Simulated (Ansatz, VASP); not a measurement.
## ZnAu in VASP and in Ansatz

INCAR

```
ALGO     = Fast           # electronic algorithm
EDIFF    = 1E-7           # SCF threshold, eV
ENCUT    = 520            # plane-wave cutoff, eV
GGA      = PE             # functional
ISIF     = 2              # what is computed and relaxed
ISMEAR   = 0              # smearing method
LASPH    = True           # aspherical terms in the spheres
LCHARG   = False          # write CHGCAR
LREAL    = False          # projectors in reciprocal space
LWAVE    = False          # write WAVECAR
NBANDS   = 18             # bands
NELM     = 80             # most SCF steps
PREC     = Accurate       # precision mode
SIGMA    = 0.15           # smearing width, eV
```

KPOINTS

```
k-points
0
Gamma
  16 16 16
```

The input POSCAR:

```
ZnAu
1.0
    3.1470000000      0.0000000000      0.0000000000
    0.0000000000      3.1470000000      0.0000000000
    0.0000000000      0.0000000000      3.1470000000
Zn Au
1 1
Direct
    0.5000000000      0.5000000000      0.5000000000
    0.0505557756     -0.0505557756      0.0000000000
```

Input for Ansatz:

```yaml
crystal:
  lattice:
    - [3.147, 0.0, 0.0]
    - [0.0, 3.147, 0.0]
    - [0.0, 0.0, 3.147]
  atoms:
    - { symbol: Zn, position: [0.5, 0.5, 0.5] }
    - { symbol: Au, position: [0.0505557756, -0.0505557756, 0.0] }
basis:
  ecutwfc: 420
kpoints:
  mp_grid: { grid: [16, 16, 16] }
hamiltonian:
  xc: pbe
scf:
  occupations: { method: gaussian, width: 0.15 }
output:
  forces: true
  stress: true
  eigenvalues: true
  write_density: true
  write_potential: true
  elf: true
  volumetric_format: npy
```

Change from the starting cell: all Au atoms moved +0.225 Å, as atom 2 along Cartesian [1 -1 0].

Alike in both runs: task single point; functional PBE; k mesh 16 × 16 × 16; occupations gaussian, width 0.15 eV; no spin polarisation.

|  | VASP | Ansatz |
| --- | --- | --- |
| version | VASP 6.6.1 | Ansatz 0.2.0 |
| potentials or method | VASP PAW PBE potentials, release 64 (Zn, Au), cutoff 520 eV | scalar-relativistic, plane waves, PAW |
| valence electrons in the cell | 23 | 31 |

```csv
,VASP,Ansatz,Ansatz less VASP
gap on the k mesh at the Fermi level (eV),none,none,-
pressure (GPa),7.7,7.5,-0.15
"traceless stress, the component that is largest in VASP (GPa)",-2.57,-2.53,+0.034
rms of the force components (eV/Å),0.569,0.560,-0.0089
```

Atom by atom the forces differ by 0.009 eV/Å (rms over components). A gap of «none» marks a metal or a gap that the smearing closes. VASP's potentials hold 23 valence electrons a cell and Ansatz's 31, so a difference there can come from the potentials and not from the codes.

Neither program's run includes spin-orbit coupling.
